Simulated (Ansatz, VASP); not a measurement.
InPt3 in VASP and in Ansatz

```
CELL_PARAMETERS angstrom
3.90659 0.00000 0.00000
0.00000 3.90659 0.00000
0.00000 0.00000 3.90659
ATOMIC_POSITIONS crystal
In 0.00000 0.00000 0.00000
Pt 0.50000 0.50000 0.00000
Pt 0.00000 0.50000 0.50000
Pt 0.50000 0.00000 0.50000
```

Change from the starting cell: volume scaled by 0.94.

Alike in both runs: task single point; functional PBEsol; k mesh 10 × 10 × 10; occupations fermi-dirac, width 0.05 eV; no spin polarisation.

|  | VASP | Ansatz |
| --- | --- | --- |
| version | VASP 6.6.1 | Ansatz 0.2.0 |
| potentials or method | VASP PAW PBE potentials, release 64 (In_d, Pt), cutoff 520 eV | all-electron LAPW, scalar-relativistic |

```tsv
	VASP	Ansatz	Ansatz less VASP
pressure (GPa)	17.8	17.8	+0.02
```

VASP's potentials were made for PBE, not for PBEsol. Ansatz ran all-electron here, and VASP with PAW potentials.

Spin-orbit coupling is off throughout.
